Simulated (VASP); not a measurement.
# BaTiO3 in VASP: a series of runs, part 3 of 3

VASP 6.6.1.

## Step 5: Single point, PBE (z stretched by -3 %, then relaxed in part)

File INCAR:

```
SYSTEM = BaTiO3
PREC = Accurate
ENCUT = 520
EDIFF = 1E-6
ISMEAR = -1
SIGMA = 0.02
LREAL = .FALSE.
LASPH = .TRUE.
NELM = 80
ALGO = Normal
ISIF = 2
LWAVE = .FALSE.
LCHARG = .FALSE.
GGA = PE
NBANDS = 28
```

File KPOINTS:

```
Automatic mesh
0
G
  8 8 8
  0 0 0
```

File POSCAR:

```
BaTiO3
1.0
    4.0060000000      0.0000000000      0.0000000000
    0.0000000000      4.0060000000      0.0000000000
    0.0000000000      0.0000000000      3.8858200000
Ba Ti O
1 1 3
Direct
    0.5000000000      0.5000000000      0.5000000000
    0.0000000000      0.0000000000      0.0000000000
    0.5000000000      0.0000000000      0.0000000000
    0.0000000000      0.5000000000      0.0000000000
    0.0000000000      0.0000000000      0.5000000000
```

Potentials or basis: VASP PAW PBE potentials, release 64 (Ba_sv, Ti_sv, O).

Launch:

```bash
> cat potpaw_PBE.64/Ba_sv/POTCAR potpaw_PBE.64/Ti_sv/POTCAR potpaw_PBE.64/O/POTCAR > POTCAR
> mpirun -np 1 vasp_std > vasp.out
```

OUTCAR:

```text
SYSTEM = BaTiO3
   PREC = Accurate
   ENCUT = 520
   EDIFF = 1E-6
   ISMEAR = -1
   LREAL = .FALSE.
   LASPH = .TRUE.
   NELM = 80
   ISIF = 2
   GGA = PE

 ion  position               nearest neighbor table
   1  0.500  0.500  0.500-   3 2.79   4 2.79   3 2.79   4 2.79   3 2.79   3 2.79   4 2.79   4 2.79
                             5 2.83   5 2.83   5 2.83   5 2.83   2 3.43   2 3.43   2 3.43   2 3.43
   2  0.000  0.000  0.000-   5 1.94   5 1.94   3 2.00   4 2.00   4 2.00   3 2.00   1 3.43   1 3.43
                             1 3.43   1 3.43   1 3.43   1 3.43   1 3.43   1 3.43
   3  0.500  0.000  0.000-   2 2.00   2 2.00   1 2.79   1 2.79   1 2.79   1 2.79
   4  0.000  0.500  0.000-   2 2.00   2 2.00   1 2.79   1 2.79   1 2.79   1 2.79
   5  0.000  0.000  0.500-   2 1.94   2 1.94   1 2.83   1 2.83   1 2.83   1 2.83

  LATTYP: Found a simple tetragonal cell.
 ALAT       =     4.0060000000
 C/A-ratio  =     0.9700000000

  Lattice vectors:

 A1 = (   4.0060000000,   0.0000000000,   0.0000000000)
 A2 = (   0.0000000000,   4.0060000000,   0.0000000000)
 A3 = (   0.0000000000,   0.0000000000,   3.8858200000)

Analysis of symmetry for initial positions (statically):
=====================================================================
 Subroutine PRICEL returns:
 Original cell was already a primitive cell.

 Routine SETGRP: Setting up the symmetry group for a
 simple tetragonal supercell.

 Subroutine GETGRP returns: Found 16 space group operations
 (whereof 16 operations were pure point group operations)
 out of a pool of 16 trial point group operations.

The static configuration has the point symmetry D_4h.

Analysis of symmetry for dynamics (positions and initial velocities):
=====================================================================
 Subroutine PRICEL returns:
 Original cell was already a primitive cell.

 Routine SETGRP: Setting up the symmetry group for a
 simple tetragonal supercell.

 Subroutine GETGRP returns: Found 16 space group operations
 (whereof 16 operations were pure point group operations)
 out of a pool of 16 trial point group operations.

The dynamic configuration has the point symmetry D_4h.

 Subroutine INISYM returns: Found 16 space group operations
 (whereof 16 operations are pure point group operations),
 and found     1 'primitive' translations

----------------------------------------------------------------------------------------

                                     Primitive cell

  volume of cell :      62.3598

  direct lattice vectors                    reciprocal lattice vectors
     4.006000000  0.000000000  0.000000000     0.249625562  0.000000000  0.000000000
     0.000000000  4.006000000  0.000000000     0.000000000  0.249625562  0.000000000
     0.000000000  0.000000000  3.885820000     0.000000000  0.000000000  0.257345940

  length of vectors
     4.006000000  4.006000000  3.885820000     0.249625562  0.249625562  0.257345940

  position of ions in fractional coordinates (direct lattice)
     0.500000000  0.500000000  0.500000000
     0.000000000  0.000000000  0.000000000
     0.500000000  0.000000000  0.000000000
     0.000000000  0.500000000  0.000000000
     0.000000000  0.000000000  0.500000000

  ion indices of the primitive-cell ions
   primitive index   ion index
                 1           1
                 2           2
                 3           3
[... 23 lines left out ...]

 Subroutine IBZKPT returns following result:
 ===========================================

 Found     75 irreducible k-points:

 Following reciprocal coordinates:
            Coordinates               Weight
  0.000000  0.000000  0.000000      1.000000
  0.125000  0.000000  0.000000      4.000000
  0.250000  0.000000  0.000000      4.000000
  0.375000  0.000000  0.000000      4.000000
  0.500000  0.000000  0.000000      2.000000
  0.125000  0.125000  0.000000      4.000000
[... 16 lines left out ...]
  0.375000  0.125000  0.125000     16.000000
  0.500000  0.125000  0.125000      8.000000
 [... further k-points ...]
   k-points           NKPTS =     75   k-points in BZ     NKDIM =     75   number of bands    NBANDS=     28
   number of dos      NEDOS =    301   number of ions     NIONS =      5
   total plane-waves  NPLWV =  27000
   dimension x,y,z NGX =    30 NGY =   30 NGZ =   30
   dimension x,y,z NGXF=    60 NGYF=   60 NGZF=   60
   ions per type =               1   1   3
   NGX,Y,Z   is equivalent  to a cutoff of  12.45, 12.45, 12.83 a.u.
   NGXF,Y,Z  is equivalent  to a cutoff of  24.90, 24.90, 25.67 a.u.
 SYSTEM =  BaTiO3
   PREC   = accura    normal or accurate (medium, high low for compatibility)
   ISTART =      0    job   : 0-new  1-cont  2-samecut
   ICHARG =      2    charge: 1-file 2-atom 10-const
   ISPIN  =      1    spin polarized calculation?
   LNONCOLLINEAR =      F non collinear calculations
   LSORBIT =      F    spin-orbit coupling
   LASPH  =      T    aspherical Exc in radial PAW
   ENCUT  =  520.0 eV  38.22 Ry    6.18 a.u.   7.45  7.45  7.23*2*pi/ulx,y,z
   NELM   =     80;   NELMIN=  2; NELMDL= -5     # of ELM steps
   EDIFF  = 0.1E-05   stopping-criterion for ELM
   LREAL  =      F    real-space projection
   EDIFFG = 0.1E-04   stopping-criterion for IOM
   NSW    =      0    number of steps for IOM
   IBRION =     -1    ionic relax: 0-MD 1-quasi-New 2-CG
   NFREE  =      0    steps in history (QN), initial steepest desc. (CG)
   ISIF   =      2    stress and relaxation
   ISYM   =      2    0-nonsym 1-usesym 2-fastsym
   POTIM  = 0.5000    time-step for ionic-motion
   TEBEG  =    0.0;   TEEND  =   0.0 temperature during run
   PSTRESS=    0.0 pullay stress
   NELECT =      40.0000    total number of electrons
   NUPDOWN=      -1.0000    fix difference up-down
   EMIN   =  10.00;   EMAX   =-10.00  energy-range for DOS
   EFERMI =   0.00;   METHOD = LEGACY
   ISMEAR =    -1;   SIGMA  =   0.02  broadening in eV -4-tet -1-fermi 0-gaus
   EFERMI_NEDOS =   21; number of points for ismear=-14 and -15
   IALGO  =     38    algorithm
   IMIX   =      4    mixing-type and parameters
     AMIX     =   0.40;   BMIX     =  1.00
     AMIX_MAG =   1.60;   BMIX_MAG =  1.00
  volume/ion in A,a.u.               =      12.47        84.16
  Fermi-wavevector in a.u.,A,eV,Ry     =   1.411865  2.668039 27.121364  1.993364
  Thomas-Fermi vector in A             =   2.533673
   LORBIT       =      0    0 simple, 1 ext, 2 COOP (PROOUT), +10 PAW based schemes
   GGA     = PE    functional components
   LHFCALC =     F    Hartree Fock is set to
   AEXX    =    0.0000 exact exchange contribution
   IVDW    =     0    specifies the selected vdW correction
   LEPSILON=     F    determine dielectric tensor
   LRPA    =     F    only Hartree local field effects (RPA)
 non-spin polarized calculation
  energy-cutoff  :      520.00
  volume of cell :       62.36
 maximum number of plane-waves:      1706
 NGX is ok and might be reduce to    30
   NGX = 15   NGY = 15   NGZ = 15

 number of electron      39.9999988 magnetization

 Free energy of the ion-electron system (eV)
  ---------------------------------------------------
  ext. energy  EPLUGINS =         0.00000000
  ---------------------------------------------------
  free energy    TOTEN  =       -39.86610701 eV

  energy without entropy =      -39.86610701  energy(sigma->0) =      -39.86610701

 E-fermi :   4.4624     XC(G=0): -11.4072

 val. band max:        4.0819656563   @ k =   0.5000   0.5000   0.5000
 cond. band min:       5.8135115316   @ k =   0.0000   0.0000   0.0000
 fundamental gap:      1.7315458753
 Fermi energy:         4.4623754400

 k-point     1 :       0.0000    0.0000    0.0000
  band No.  band energies     occupation
      1     -52.4650      2.00000
      2     -28.7063      2.00000
      3     -28.6866      2.00000
      4     -28.6866      2.00000
      5     -20.7017      2.00000
      6     -12.9378      2.00000
[... 733 lines left out ...]
     27      12.1250      0.00000
     28      13.0637      0.00000

 [... further k-points ...]
[... 5 lines left out ...]
  --------------------------------------------------------------------------------------
  -------------------------------------------------------------------------------------
  Total        2.7544608      2.7544608      5.5131078      0.0000000     -0.0000000      0.0000000
  in kB       70.7689256     70.7689256    141.6454080      0.0000000     -0.0000000      0.0000000
  external PRESSURE =      94.3944197 kB  Pullay stress =       0.0000000 kB

 VOLUME and BASIS-vectors are now :
 -----------------------------------------------------------------------------
  energy-cutoff  :      520.00
  volume of cell :       62.36
      direct lattice vectors                 reciprocal lattice vectors
     4.006000000  0.000000000  0.000000000     0.249625562  0.000000000  0.000000000
     0.000000000  4.006000000  0.000000000     0.000000000  0.249625562  0.000000000
     0.000000000  0.000000000  3.885820000     0.000000000  0.000000000  0.257345940

 POSITION                                       TOTAL-FORCE (eV/Angst)
 -----------------------------------------------------------------------------------
      2.00300      2.00300      1.94291         0.000000      0.000000      0.000000
      0.00000      0.00000      0.00000         0.000000      0.000000      0.000000
      2.00300      0.00000      0.00000         0.000000      0.000000      0.000000
      0.00000      2.00300      0.00000         0.000000      0.000000      0.000000
      0.00000      0.00000      1.94291         0.000000      0.000000      0.000000
 -----------------------------------------------------------------------------------
    total drift:                                0.000000     -0.000000      0.000000

  FREE ENERGIE OF THE ION-ELECTRON SYSTEM (eV)
  ---------------------------------------------------
  free  energy   TOTEN  =       -39.8661070091 eV

  energy  without entropy=      -39.8661070090  energy(sigma->0) =      -39.86610701
```

Wall time 1.7 min (1 thread of Intel Xeon Platinum 8488C (Sapphire Rapids), shared host); peak memory 0.26 GiB.

Results:

* Free energy: -39.8661 eV
* Pressure: 9.4 GPa
* Band gap on the k mesh: 1.73 eV, indirect (least direct gap 1.85 eV)

Stress tensor (GPa, compression positive):
```
 7.08  0.00  0.00
 0.00  7.08  0.00
 0.00  0.00 14.16
```

Caveat: the cell differs from its parent crystal (z stretched by -3 %, then relaxed in part); spin-orbit coupling is left out, which moves the levels of the heavy elements.

## Step 6: The runs side by side

```tsv
cell	gap on the mesh (eV)	pressure (GPa)
a = 4.033 Å, 5 atoms	1.70	0.1
a = 4.059 Å, 5 atoms	1.66	-2.9
a = 4.085 Å, 5 atoms	1.62	-5.6
a = 4.006, b = 4.006, c = 3.886 Å, 5 atoms	1.73	9.4
```

Alike in all rows: task single point; level PBE; potentials or basis VASP PAW PBE potentials, release 64 (Ba_sv, Ti_sv, O); no spin polarisation; k mesh 8 × 8 × 8; cutoff (eV) 520; smearing fermi-dirac 0.02 eV.

Caveats: spin-orbit coupling is left out, which moves the levels of the heavy elements.

Absolute energies hang on the potentials; compare differences alone.
